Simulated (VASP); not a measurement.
# EuMn3 (Pm-3m) in VASP: further runs, part 2 of 2

VASP 6.6.1. Earlier steps stand in the parts before.

**3. Single point, PBEsol, collinear spin, ferrimagnetic start (15.97 Å³/atom)**

This run uses another cell than the first one, of 15.97 Å³/atom.

The input, INCAR:

```
PREC = Accurate ; ENCUT = 520
EDIFF = 1E-6 ; ISMEAR = 0
SIGMA = 0.05 ; LREAL = False
LASPH = True ; NELM = 150
ALGO = Normal ; ISIF = 2
LWAVE = False ; LCHARG = False
ISPIN = 2 ; MAGMOM = 7.07 -3.64 -3.64 -3.64
LORBIT = 11 ; LMAXMIX = 6
GGA = PS ; NBANDS = 40
```

The input, KPOINTS:

```
regular mesh
0
Gamma
  8 8 8
```

The input, POSCAR:

```
EuMn3
1.0
    3.9972971581      0.0000000000      0.0000000000
    0.0000000000      3.9972971581      0.0000000000
    0.0000000000      0.0000000000      3.9972971581
Eu Mn
1 3
Direct
    0.0000000000      0.0000000000      0.0000000000
    0.0000000000      0.5000000000      0.5000000000
    0.5000000000      0.5000000000      0.0000000000
    0.5000000000      0.0000000000      0.5000000000
```

Potentials or basis: VASP PAW PBE potentials, release 64 (Eu, Mn_pv).

Command:

```console
> cat potpaw_PBE.64/Eu/POTCAR potpaw_PBE.64/Mn_pv/POTCAR > POTCAR
> mpirun -np 1 vasp_std > vasp.out
```

OUTCAR:

```text
PREC = Accurate
   ENCUT = 520
   EDIFF = 1E-6
   ISMEAR = 0
   LREAL = False
   LASPH = True
   NELM = 150
   ISIF = 2
   ISPIN = 2
   LORBIT = 11
   GGA = PS

 ion  position               nearest neighbor table
   1  0.000  0.000  0.000-   2 2.83   3 2.83   4 2.83   2 2.83   4 2.83   2 2.83   3 2.83   2 2.83
                             3 2.83   4 2.83   4 2.83   3 2.83
   2  0.000  0.500  0.500-   1 2.83   3 2.83   4 2.83   1 2.83   3 2.83   1 2.83   4 2.83   1 2.83
                             3 2.83   4 2.83   3 2.83   4 2.83
   3  0.500  0.500  0.000-   1 2.83   2 2.83   4 2.83   2 2.83   4 2.83   1 2.83   4 2.83   4 2.83
                             1 2.83   2 2.83   2 2.83   1 2.83
   4  0.500  0.000  0.500-   1 2.83   2 2.83   3 2.83   1 2.83   3 2.83   2 2.83   3 2.83   3 2.83
                             1 2.83   2 2.83   1 2.83   2 2.83

  LATTYP: Found a simple cubic cell.
 ALAT       =     3.9972971581

  Lattice vectors:

 A1 = (   3.9972971581,   0.0000000000,   0.0000000000)
 A2 = (   0.0000000000,   3.9972971581,   0.0000000000)
 A3 = (   0.0000000000,   0.0000000000,   3.9972971581)

Analysis of symmetry for initial positions (statically):
=====================================================================
 Subroutine PRICEL returns:
 Original cell was already a primitive cell.

 Routine SETGRP: Setting up the symmetry group for a
 simple cubic supercell.

 Subroutine GETGRP returns: Found 48 space group operations
 (whereof 48 operations were pure point group operations)
 out of a pool of 48 trial point group operations.

The static configuration has the point symmetry O_h .

Analysis of symmetry for dynamics (positions and initial velocities):
=====================================================================
 Subroutine PRICEL returns:
 Original cell was already a primitive cell.

 Routine SETGRP: Setting up the symmetry group for a
 simple cubic supercell.

 Subroutine GETGRP returns: Found 48 space group operations
 (whereof 48 operations were pure point group operations)
 out of a pool of 48 trial point group operations.

The dynamic configuration has the point symmetry O_h .

Analysis of structural, dynamic, and magnetic symmetry:
=====================================================================
 Subroutine PRICEL returns:
 Original cell was already a primitive cell.

 Routine SETGRP: Setting up the symmetry group for a
 simple cubic supercell.

 Subroutine GETGRP returns: Found 48 space group operations
 (whereof 48 operations were pure point group operations)
 out of a pool of 48 trial point group operations.

The overall configuration has the point symmetry O_h .

 Subroutine INISYM returns: Found 48 space group operations
 (whereof 48 operations are pure point group operations),
 and found     1 'primitive' translations

----------------------------------------------------------------------------------------

                                     Primitive cell

  volume of cell :      63.8704

  direct lattice vectors                    reciprocal lattice vectors
     3.997297158  0.000000000  0.000000000     0.250169042  0.000000000  0.000000000
     0.000000000  3.997297158  0.000000000     0.000000000  0.250169042  0.000000000
     0.000000000  0.000000000  3.997297158     0.000000000  0.000000000  0.250169042

  length of vectors
     3.997297158  3.997297158  3.997297158     0.250169042  0.250169042  0.250169042

  position of ions in fractional coordinates (direct lattice)
[... 89 lines left out ...]
   ISIF   =      2    stress and relaxation
   ISYM   =      2    0-nonsym 1-usesym 2-fastsym
   POTIM  = 0.5000    time-step for ionic-motion
   TEBEG  =    0.0;   TEEND  =   0.0 temperature during run
   PSTRESS=    0.0 pullay stress
   NELECT =      56.0000    total number of electrons
   NUPDOWN=      -1.0000    fix difference up-down
   EMIN   =  10.00;   EMAX   =-10.00  energy-range for DOS
   EFERMI =   0.00;   METHOD = LEGACY
   ISMEAR =     0;   SIGMA  =   0.05  broadening in eV -4-tet -1-fermi 0-gaus
   EFERMI_NEDOS =   21; number of points for ismear=-14 and -15
   IALGO  =     38    algorithm
   IMIX   =      4    mixing-type and parameters
     AMIX     =   0.40;   BMIX     =  1.00
     AMIX_MAG =   1.60;   BMIX_MAG =  1.00
  volume/ion in A,a.u.               =      15.97       107.75
  Fermi-wavevector in a.u.,A,eV,Ry     =   1.566887  2.960988 33.404147  2.455136
  Thomas-Fermi vector in A             =   2.669149
   LORBIT       =     11    0 simple, 1 ext, 2 COOP (PROOUT), +10 PAW based schemes
   GGA     = PS    functional components
   LHFCALC =     F    Hartree Fock is set to
   AEXX    =    0.0000 exact exchange contribution
   IVDW    =     0    specifies the selected vdW correction
   LEPSILON=     F    determine dielectric tensor
   LRPA    =     F    only Hartree local field effects (RPA)
 spin polarized calculation
 Gauss-broadening in eV      SIGMA  =   0.05
  energy-cutoff  :      520.00
  volume of cell :       63.87
 maximum number of plane-waves:      1747
 NGX is ok and might be reduce to    30
   NGX = 15   NGY = 15   NGZ = 15

 number of electron      56.0000084 magnetization      -3.3039580

 Free energy of the ion-electron system (eV)
  ---------------------------------------------------
  ext. energy  EPLUGINS =         0.00000000
  ---------------------------------------------------
  free energy    TOTEN  =       -38.65656134 eV

  energy without entropy =      -38.65110474  energy(sigma->0) =      -38.65383304

 E-fermi :   6.5896     XC(G=0): -12.3865

 val. band max:        6.5509348889   @ k =   0.3750   0.3750   0.2500
 cond. band min:       6.5963970431   @ k =   0.5000   0.3750   0.1250
 fundamental gap:      0.0454621542
 Fermi energy:         6.5896079426

 spin component 1

 k-point     1 :       0.0000    0.0000    0.0000
  band No.  band energies     occupation
      1     -39.1635      1.00000
      2     -39.1635      1.00000
      3     -39.1635      1.00000
      4     -39.1037      1.00000
      5     -39.1037      1.00000
      6     -39.1037      1.00000
[... 1021 lines left out ...]
     39      10.3154      0.00000
     40      10.5244      0.00000

 [... further k-points ...]

 spin component 2

 k-point     1 :       0.0000    0.0000    0.0000
  band No.  band energies     occupation
      1     -42.5443      1.00000
      2     -42.5443      1.00000
      3     -42.5443      1.00000
      4     -42.4892      1.00000
      5     -42.4892      1.00000
      6     -42.4892      1.00000
[... 1021 lines left out ...]
     39      10.4292      0.00000
     40      10.4761      0.00000

 [... further k-points ...]

------------------------ aborting loop because EDIFF is reached ----------------------------------------

  FORCE on cell =-STRESS in cart. coord.  units (eV):
  Direction    XX          YY          ZZ          XY          YZ          ZX
  --------------------------------------------------------------------------------------
  -------------------------------------------------------------------------------------
  Total        0.6231707      0.6231707      0.6231707     -0.0000000      0.0000000      0.0000000
  in kB       15.6321349     15.6321349     15.6321349     -0.0000000      0.0000000      0.0000000
  external PRESSURE =      15.6321349 kB  Pullay stress =       0.0000000 kB

 VOLUME and BASIS-vectors are now :
 -----------------------------------------------------------------------------
  energy-cutoff  :      520.00
  volume of cell :       63.87
      direct lattice vectors                 reciprocal lattice vectors
     3.997297158  0.000000000  0.000000000     0.250169042  0.000000000  0.000000000
     0.000000000  3.997297158  0.000000000     0.000000000  0.250169042  0.000000000
     0.000000000  0.000000000  3.997297158     0.000000000  0.000000000  0.250169042

 POSITION                                       TOTAL-FORCE (eV/Angst)
 -----------------------------------------------------------------------------------
      0.00000      0.00000      0.00000         0.000000      0.000000      0.000000
      0.00000      1.99865      1.99865         0.000000      0.000000      0.000000
      1.99865      1.99865      0.00000         0.000000      0.000000      0.000000
      1.99865      0.00000      1.99865         0.000000      0.000000      0.000000
 -----------------------------------------------------------------------------------
    total drift:                                0.000000      0.000000     -0.000000

  FREE ENERGIE OF THE ION-ELECTRON SYSTEM (eV)
  ---------------------------------------------------
  free  energy   TOTEN  =       -38.6565613376 eV

  energy  without entropy=      -38.6511047407  energy(sigma->0) =      -38.65383304

 total charge

# of ion       s       p       d       f       tot
--------------------------------------------------
    1        2.111   5.644   0.877   6.349  14.982
    2        0.361   6.213   5.054   0.000  11.629
    3        0.361   6.213   5.054   0.000  11.629
    4        0.361   6.213   5.054   0.000  11.629
--------------------------------------------------
tot          3.193  24.285  16.040   6.349  49.867

 magnetization (x)

# of ion       s       p       d       f       tot
--------------------------------------------------
    1        0.017  -0.102   0.271   6.211   6.397
    2       -0.000  -0.005  -3.225   0.000  -3.230
    3       -0.000  -0.005  -3.225   0.000  -3.230
    4       -0.000  -0.005  -3.225   0.000  -3.230
--------------------------------------------------
tot          0.016  -0.116  -9.405   6.211  -3.294
```

OSZICAR:

```text
N       E                     dE             d eps       ncg     rms          rms(c)
DAV:   1     0.541857851902E+03    0.54186E+03   -0.27518E+04  8504   0.554E+03
DAV:   2     0.262593553444E+02   -0.51560E+03   -0.48440E+03  7736   0.835E+02
DAV:   3    -0.366981868230E+02   -0.62958E+02   -0.59660E+02  7688   0.194E+02
[... 29 lines left out ...]
DAV:  33    -0.386565890943E+02   -0.22147E-05   -0.19188E-05  8656   0.741E-02    0.107E+00
DAV:  34    -0.386565670548E+02    0.22040E-04   -0.21443E-05  8256   0.598E-02    0.998E-01
DAV:  35    -0.386565691407E+02   -0.20860E-05   -0.44553E-06  6456   0.126E-02    0.949E-01
DAV:  36    -0.386565607819E+02    0.83589E-05   -0.10864E-06  4408   0.198E-02    0.921E-01
DAV:  37    -0.386565613376E+02   -0.55573E-06   -0.87561E-07  3728   0.192E-02
   1 F= -.38656561E+02 E0= -.38653833E+02  d E =-.545660E-02  mag=    -3.3057
```

Run time: 15 min. Hardware: 1 thread of Intel Xeon 8259CL, shared host; peak memory 0.3 GiB.

Results:

| Item | Value |
| --- | --- |
| Free energy | -38.6566 eV |
| Pressure | 1.6 GPa |
| Net moment | -3.30 μB per cell |
| Site moments | Eu +6.40; Mn -3.23 μB |
| Valence electrons inside the program's atomic spheres | Eu 14.98; Mn 11.63 |

Caveat: the PAW data sets were made with another functional, which shifts forces and pressure a little; spin-orbit coupling is left out, which moves the levels of the heavy elements; semilocal functionals describe open f shells poorly, which spoils levels, moments and volumes. The state reached can hang on the start; a lower one may exist.

**4. Single point, PBEsol, collinear spin, ferrimagnetic start (16.62 Å³/atom)**

This run uses another cell than the first one, of 16.62 Å³/atom.

The input, INCAR:

```
PREC = Accurate
ENCUT = 520
EDIFF = 1E-6
ISMEAR = 0
SIGMA = 0.05
LREAL = False
LASPH = True
NELM = 150
ALGO = Normal
ISIF = 2
LWAVE = False
LCHARG = False
ISPIN = 2
MAGMOM = 7.07 -3.64 -3.64 -3.64
LORBIT = 11
LMAXMIX = 6
GGA = PS
NBANDS = 40
```

KPOINTS is that of step 3.

The input, POSCAR:

```
EuMn3
1.0
    4.0509585567      0.0000000000      0.0000000000
    0.0000000000      4.0509585567      0.0000000000
    0.0000000000      0.0000000000      4.0509585567
Eu Mn
1 3
Direct
    0.0000000000      0.0000000000      0.0000000000
    0.0000000000      0.5000000000      0.5000000000
    0.5000000000      0.5000000000      0.0000000000
    0.5000000000      0.0000000000      0.5000000000
```

Command:

```console
> cat potpaw_PBE.64/Eu/POTCAR potpaw_PBE.64/Mn_pv/POTCAR > POTCAR
> mpirun -np 1 vasp_std > vasp.out
```

It took 20 min on 1 thread of Intel Xeon 8259CL, shared host; peak memory 0.31 GiB.

It converged, with:

```yaml
Free_energy: -38.6611 eV
Pressure: -1.3 GPa
Net_moment: -3.52 μB per cell
Site_moments: Eu +6.40; Mn -3.29 μB
Valence_electrons_inside_the_program's_atomic_spheres: Eu 14.93; Mn 11.59
```

Levels at points of the mesh, in eV from the Fermi level:
Spin up:
| k point | band 23 | band 24 | band 25 | band 26 | band 27 | band 28 | band 29 | band 30 | band 31 | band 32 |
| --- | --- | --- | --- | --- | --- | --- | --- | --- | --- | --- |
| (0.00, 0.00, 0.00) | -0.83 | -0.77 | -0.77 | -0.77 | -0.70 | 0.96 | 0.96 | 0.96 | 2.23 | 2.23 |
| (0.50, 0.00, 0.00) | -0.82 | -0.44 | -0.44 | -0.25 | -0.19 | 0.07 | 0.43 | 0.43 | 1.27 | 1.42 |
| (0.50, 0.50, 0.00) | -0.73 | -0.71 | -0.29 | -0.29 | 0.18 | 0.36 | 0.40 | 0.48 | 0.48 | 0.78 |
| (0.50, 0.50, 0.50) | -0.77 | -0.77 | 0.33 | 0.60 | 0.60 | 0.60 | 1.05 | 1.05 | 1.05 | 1.14 |
Spin down:
| k point | band 26 | band 27 | band 28 | band 29 | band 30 | band 31 | band 32 | band 33 | band 34 | band 35 |
| --- | --- | --- | --- | --- | --- | --- | --- | --- | --- | --- |
| (0.00, 0.00, 0.00) | -0.68 | -0.38 | -0.38 | -0.38 | 2.40 | 2.40 | 2.40 | 3.07 | 3.07 | 3.58 |
| (0.50, 0.00, 0.00) | -1.50 | -1.47 | -1.47 | -1.00 | -0.38 | 2.05 | 2.05 | 2.60 | 3.53 | 3.70 |
| (0.50, 0.50, 0.00) | -1.61 | -1.61 | -1.52 | -1.18 | -0.99 | 1.28 | 1.28 | 3.22 | 3.22 | 3.70 |
| (0.50, 0.50, 0.50) | -0.95 | -0.59 | -0.59 | -0.59 | 1.82 | 1.82 | 1.82 | 1.94 | 1.94 | 1.94 |

Caveat: the PAW data sets were made with another functional, which shifts forces and pressure a little; spin-orbit coupling is left out, which moves the levels of the heavy elements; semilocal functionals describe open f shells poorly, which spoils levels, moments and volumes.

**5. Overview**

```tsv
cell	gap on the mesh (eV)	pressure (GPa)	moment (μB)
a = 3.970 Å, 4 atoms	none	5.0	3.24
a = 3.997 Å, 4 atoms	none	1.6	3.30
a = 4.051 Å, 4 atoms	none	-1.3	3.52
```

Alike in all rows: task single point; level PBEsol; potentials or basis VASP PAW PBE potentials, release 64 (Eu, Mn_pv); spin collinear, ferrimagnetic start; k mesh 8 × 8 × 8; cutoff (eV) 520; smearing gaussian 0.05 eV.

Caveats: the PAW data sets were made with another functional, which shifts forces and pressure a little; spin-orbit coupling is left out, which moves the levels of the heavy elements; semilocal functionals describe open f shells poorly, which spoils levels, moments and volumes; the cell stands under pressure (at least some runs).

Absolute energies hang on the potentials; compare differences alone.

The gap in the log of VASP goes by the Fermi energy; the results here count the filled bands.